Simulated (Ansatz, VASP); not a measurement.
One calculation of Ge, two programs

File INCAR:

```
  ALGO = Normal
  EDIFF = 1E-7
  ENCUT = 520
  GGA = PE
  ISIF = 2
  ISMEAR = -1
  LASPH = True
  LCHARG = False
  LREAL = False
  LWAVE = False
  NBANDS = 21
  NELM = 60
  PREC = Accurate
  SIGMA = 0.05
```

KPOINTS

```
k-points
0
Gamma
  10 10 10
```

File POSCAR:

```
Ge
1.0
    0.0141438500      2.8287700000      2.8287700000
    2.8287700000      0.0141438500      2.8287700000
    2.8429138500      2.8429138500      0.0000000000
Ge
2
Direct
    0.5000000000      0.5000000000      0.5000000000
    0.7500000000      0.7500000000      0.7500000000
```

Input for Ansatz:

```yaml
crystal:
  lattice:
    - [0.01414385, 2.82877, 2.82877]
    - [2.82877, 0.01414385, 2.82877]
    - [2.84291385, 2.84291385, 0.0]
  atoms:
    - { symbol: Ge, position: [0.5, 0.5, 0.5] }
    - { symbol: Ge, position: [0.75, 0.75, 0.75] }
kpoints:
  mp_grid: { grid: [10, 10, 10] }
scf:
  occupations: { method: fermi_dirac, width: 0.05 }
hamiltonian:
  xc: pbe
  pseudopotentials: { kind: all_electron, lapw: { basis_error: 0.00025 } }
output:
  forces: true
  stress: true
  eigenvalues: true
```

Change from the starting cell: xy shear strain of +1 %.

Alike in both runs: task single point; functional PBE; k mesh 10 × 10 × 10; occupations fermi-dirac, width 0.05 eV; no spin polarisation.

|  | VASP | Ansatz |
| --- | --- | --- |
| version | VASP 6.6.1 | Ansatz 0.2.0 |
| potentials or method | VASP PAW PBE potentials, release 64 (Ge_d), cutoff 520 eV | all-electron LAPW, scalar-relativistic |

|  | VASP | Ansatz | Ansatz less VASP |
| --- | --- | --- | --- |
| pressure (GPa) | 3.6 | 3.7 | +0.05 |
| traceless stress, the component that is largest in VASP (GPa) | -0.86 | -0.86 | +0.001 |
| rms of the force components (eV/Å) | 0.053 | 0.053 | +0.0001 |

Atom by atom the forces differ by 0.000 eV/Å (rms over components). Ansatz ran all-electron here, and VASP with PAW potentials.
